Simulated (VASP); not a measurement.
The system is Sn2Te3Se.

```
Sn Te Se
1.0
     5.62204    0.00000    0.00000
    -2.81102    4.86883    0.00000
     0.00000    0.00000    6.49782
Sn Te Se
2 3 1
Direct
  0.33333 0.66667 0.50000
  0.66667 0.33333 0.50000
  0.33333 0.66667 0.00000
  0.66667 0.33333 0.00000
  0.00000 0.00000 0.50000
  0.00000 0.00000 0.00000
```

The cell was generated, and may not be a known phase.

| Property | Result |
| --- | --- |
| Program | VASP 6.6.1 |
| Task | relaxation of cell and atoms |
| Functional | PBE |
| Potentials or basis | VASP PAW PBE potentials, release 64 (Sn_d, Te, Se) |
| Cutoff | 600 eV |
| k mesh | 6 × 6 × 4 |
| Occupations | gaussian, width 0.1 eV |
| Spin | no spin polarisation |

At the start: pressure -0.2 GPa; volume 29.64 Å³/atom.

Question: How do energy, volume and symmetry change on relaxing?

Answer: Over 11 steps the energy falls by 29.7 meV/atom and the volume is 29.19 Å³/atom (-1.5 %); space group P6/mmm (No. 191, to 0.1 Å) before and after.

The path:
| step | energy change (eV) | largest force (eV/Å) | pressure (GPa) | volume (Å³) |
| --- | --- | --- | --- | --- |
| 1 | 0.0000 | 0.0000 | -0.24 | 177.86 |
| 2 | -0.0236 | 0.0000 | -0.01 | 176.71 |
| 3 | -0.1055 | 0.0000 | 0.98 | 173.11 |
| 4 | 0.0839 | 0.0000 | 4.08 | 165.14 |
| 5 | -0.1424 | 0.0000 | 1.38 | 171.43 |
| 6 | -0.1475 | 0.0000 | 1.62 | 170.40 |
| 7 | -0.1570 | 0.0000 | 1.41 | 170.91 |
| 8 | -0.1612 | 0.0000 | 1.15 | 171.69 |
| 9 | -0.1615 | 0.0000 | 1.19 | 171.54 |
| 10 | -0.1681 | 0.0000 | 0.93 | 172.43 |
| 11 | -0.1782 | 0.0000 | 0.21 | 175.12 |

Final structure:
```
CELL_PARAMETERS angstrom
5.81253 0.00000 0.00000
-2.90627 5.03380 0.00000
0.00000 0.00000 5.98511
ATOMIC_POSITIONS crystal
Sn 0.33333 0.66667 0.50000
Sn 0.66667 0.33333 0.50000
Te 0.33333 0.66667 0.00000
Te 0.66667 0.33333 0.00000
Te 0.00000 0.00000 0.50000
Se 0.00000 0.00000 0.00000
```
